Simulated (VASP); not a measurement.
# Rh (P6_3/mmc) in VASP: settings compared, part 2 of 2

VASP 6.6.1.

### 4 Single point, PBE, collinear spin, antiferromagnetic start

This run uses another cell than the first one, of 14.30 Å³/atom, 1.311 times its volume.

The input, INCAR:

```
SYSTEM = Rh
PREC     = Accurate       ! precision mode
ENCUT    = 500            ! plane-wave cutoff, eV
EDIFF    = 1E-6           ! SCF threshold, eV
ISMEAR   = 0              ! smearing method
SIGMA    = 0.1            ! smearing width, eV
LREAL    = .False.        ! projectors in reciprocal space
LASPH    = .True.         ! aspherical terms in the spheres
NELM     = 200            ! most SCF steps
ALGO     = Normal         ! electronic algorithm
ISIF     = 2              ! what is computed and relaxed
LWAVE    = .False.        ! write WAVECAR
LCHARG   = .False.        ! write CHGCAR
ISPIN    = 2              ! spin polarisation
MAGMOM   = 1 -1           ! initial moments
LORBIT   = 11             ! projections on sites
LMAXMIX  = 4              ! l up to which the mixer works
GGA      = PE             ! functional
NBANDS   = 26             ! bands
GGA_COMPAT= .False.
```

The input, KPOINTS:

```
Automatic mesh
0
Gamma
  2 2 1
  0 0 0
```

The input, POSCAR:

```
Rh
1.0
    2.7309790422      0.0000000000      0.0000000000
   -1.3654895211      2.3650972278      0.0000000000
    0.0000000000      0.0000000000      4.4284890000
Rh
2
Direct
    0.6666666667      0.3333333333      0.7500000000
    0.3333333333      0.6666666667      0.2500000000
```

Potentials or basis: VASP PAW PBE potentials, release 64 (Rh_pv).

The run is started by

```bash
$ cat potpaw_PBE.64/Rh_pv/POTCAR > POTCAR
$ mpirun -np 1 vasp_std > vasp.out
```

OUTCAR:

```text
SYSTEM = Rh
   PREC = Accurate
   ENCUT = 500
   EDIFF = 1E-6
   ISMEAR = 0
   LREAL = .False.
   LASPH = .True.
   NELM = 200
   ISIF = 2
   ISPIN = 2
   LORBIT = 11
   GGA = PE

 ion  position               nearest neighbor table
   1  0.667  0.333  0.750-   2 2.72   2 2.72   2 2.72   2 2.72   2 2.72   2 2.72
   2  0.333  0.667  0.250-   1 2.72   1 2.72   1 2.72   1 2.72   1 2.72   1 2.72

  LATTYP: Found a hexagonal cell.
 ALAT       =     2.7309790422
 C/A-ratio  =     1.6215756077

  Lattice vectors:

 A1 = (   2.7309790422,   0.0000000000,   0.0000000000)
 A2 = (  -1.3654895211,   2.3650972278,   0.0000000000)
 A3 = (   0.0000000000,   0.0000000000,   4.4284890000)

[... 311 lines left out ...]
  energy-cutoff  :      500.00
  volume of cell :       28.60
      direct lattice vectors                 reciprocal lattice vectors
     2.730979042  0.000000000  0.000000000     0.366169049  0.211407799  0.000000000
    -1.365489521  2.365097228  0.000000000     0.000000000  0.422815599  0.000000000
     0.000000000  0.000000000  4.428489000     0.000000000  0.000000000  0.225810655

 POSITION                                       TOTAL-FORCE (eV/Angst)
 -----------------------------------------------------------------------------------
      1.36549      0.78837      3.32137        -0.000000      0.000000     -0.000000
     -0.00000      1.57673      1.10712         0.000000     -0.000000      0.000000
 -----------------------------------------------------------------------------------
    total drift:                               -0.000000      0.000000     -0.000000

  FREE ENERGIE OF THE ION-ELECTRON SYSTEM (eV)
  ---------------------------------------------------
  free  energy   TOTEN  =       -12.9847320881 eV

  energy  without entropy=      -12.9424828146  energy(sigma->0) =      -12.96360745

 total charge

# of ion       s       p       d       tot
------------------------------------------
    1        0.356   6.275   7.159  13.790
    2        0.356   6.275   7.159  13.790
--------------------------------------------------
tot          0.713  12.549  14.317  27.580

 magnetization (x)

# of ion       s       p       d       tot
------------------------------------------
    1       -0.002   0.016   0.835   0.850
    2        0.002  -0.016  -0.835  -0.850
--------------------------------------------------
tot          0.000   0.000   0.000   0.000
```

stdout:

```text
POSCAR found type information on POSCAR Rh
 POSCAR found :  1 types and       2 ions
 scaLAPACK will be used
 LDA part: xc-table for (Slater+PW92), standard interpolation
 POSCAR, INCAR and KPOINTS ok, starting setup
 FFT: planning ... GRIDC
 FFT: planning ... GRID_SOFT
 FFT: planning ... GRID
 WAVECAR not read
 entering main loop
```

Run time: 12 s. Hardware: 1 thread of Intel Xeon 8259CL, shared host; peak memory 0.14 GiB.

Results:

| Item | Value |
| --- | --- |
| Free energy | -12.9847 eV |
| Pressure | 14.1 GPa |
| Band gap on the k mesh | zero (filled and empty bands overlap) |
| Net moment | 0.00 μB per cell |
| Site moments | Rh +0.85, -0.85 μB |
| Valence electrons inside the program's atomic spheres | Rh 13.79 |

Caveat: the k points lie up to 1.42 Å⁻¹ apart.

### 5 Single point, revPBE

This run uses another cell than the first one, of 14.30 Å³/atom, 1.311 times its volume.

The input, INCAR:

```
SYSTEM = Rh
PREC = Accurate
ENCUT = 500
EDIFF = 1E-6
ISMEAR = 0
SIGMA = 0.1
LREAL = .False.
LASPH = .True.
NELM = 120
ALGO = Normal
ISIF = 2
LWAVE = .False.
LCHARG = .False.
GGA = RE
NBANDS = 22
ISYM = 0
GGA_COMPAT = .False.
```

The input, KPOINTS:

```
Automatic mesh
0
Gamma
  6 3 1
  0 0 0
```

POSCAR is that of step 4.

The run is started by

```bash
$ cat potpaw_PBE.64/Rh_pv/POTCAR > POTCAR
$ mpirun -np 1 vasp_std > vasp.out
```

Wall time 9.7 s (1 thread of Intel Xeon 8259CL, shared host); peak memory 0.13 GiB.

It converged, with:

```yaml
Free_energy: -13.6497 eV
Pressure: 1.1 GPa
Largest_force: 0.160 eV/Å
Band_gap_on_the_k_mesh: zero (band 15 reaches 11.91 eV, above the bottom of band 16 at 9.76 eV)
```

Forces on the atoms (eV/Å):
```
Rh  -0.138 -0.080  0.000
Rh   0.138  0.080  0.000
```

Stress tensor (GPa, compression positive):
```
  4.36  -8.17   0.00
 -8.17  13.80   0.00
  0.00   0.00 -15.00
```

Levels at points of the mesh, in eV from the Fermi level:
```tsv
k point	band 12	band 13	band 14	band 15	band 16	band 17	band 18	band 19
(0.00, 0.00, 0.00)	-2.18	-2.16	-1.83	-1.81	0.09	0.11	0.71	8.29
(0.50, 0.00, 0.00)	-2.08	-2.01	0.56	0.60	0.88	2.98	5.06	10.22
```

Caveat: the k points lie up to 1.42 Å⁻¹ apart; the PAW data sets were made with another functional, which shifts forces and pressure a little.

### 6 Summary

| level | spin | cell | k mesh | gap on the mesh (eV) | pressure (GPa) |
| --- | --- | --- | --- | --- | --- |
| PBE+D3(BJ) | off | a = 2.496, b = 2.496, c = 4.047 Å, angles 90.0, 90.0, 120.0°, 2 atoms | 4 × 4 × 2 | none | 107.1 |
| RPBE | off | a = 2.731, b = 2.731, c = 4.428 Å, angles 90.0, 90.0, 120.0°, 2 atoms | 3 × 3 × 2 | none | 10.6 |
| PBE | collinear, antiferromagnetic start | a = 2.731, b = 2.731, c = 4.428 Å, angles 90.0, 90.0, 120.0°, 2 atoms | 2 × 2 × 1 | none | 14.1 |
| revPBE | off | a = 2.731, b = 2.731, c = 4.428 Å, angles 90.0, 90.0, 120.0°, 2 atoms | 6 × 3 × 1 | none | 1.1 |

Alike in all rows: task single point; potentials or basis VASP PAW PBE potentials, release 64 (Rh_pv); cutoff (eV) 500; smearing gaussian 0.1 eV.

Caveats: all runs use coarse meshes; the PAW data sets were made with another functional, which shifts forces and pressure a little (some runs); pairwise dispersion overbinds metals, which lowers pressure and volume (some runs).

Total energies depend on the potentials used, so only differences within one code and one set of settings carry meaning.
